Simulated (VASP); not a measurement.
The system is BaS.

```
Ba S
1.0
     5.38445    0.00000    0.00000
    -2.69222    4.66307    0.00000
     0.00000    0.00000    6.38170
Ba S
2 2
Direct
  0.33333 0.66667 0.25000
  0.66667 0.33333 0.75000
  0.66667 0.33333 0.25000
  0.33333 0.66667 0.75000
```

| Quantity | Value |
| --- | --- |
| Program | VASP 6.6.1 |
| Task | relaxation of cell and atoms |
| Functional | LDA |
| Potentials or basis | VASP PAW LDA potentials, release 64 (Ba_sv, S) |
| Cutoff | 600 eV |
| k mesh | 6 × 6 × 4 |
| Occupations | fermi-dirac, width 0.02 eV |
| Spin | no spin polarisation |

At the start: pressure -1.9 GPa; volume 40.06 Å³/atom.

Question: How do energy, volume and symmetry change on relaxing?

Answer: Over 5 steps the energy falls by 13.9 meV/atom and the volume is 37.86 Å³/atom (-5.5 %); space group P6_3/mmc (No. 194, to 0.05 Å).

Step by step:
| step | energy change (eV) | largest force (eV/Å) | pressure (GPa) | volume (Å³) |
| --- | --- | --- | --- | --- |
| 1 | 0.0000 | 0.0000 | -1.93 | 160.23 |
| 2 | -0.0507 | 0.0000 | 0.59 | 149.29 |
| 3 | -0.0551 | 0.0000 | -0.01 | 151.57 |
| 4 | -0.0555 | 0.0000 | 0.00 | 151.45 |
| 5 | -0.0555 | 0.0000 | 0.00 | 151.43 |

Final structure:
```
Ba S
1.0
     5.28276    0.00000    0.00000
    -2.64138    4.57501    0.00000
     0.00000    0.00000    6.26567
Ba S
2 2
Direct
  0.33333 0.66667 0.25000
  0.66667 0.33333 0.75000
  0.66667 0.33333 0.25000
  0.33333 0.66667 0.75000
```
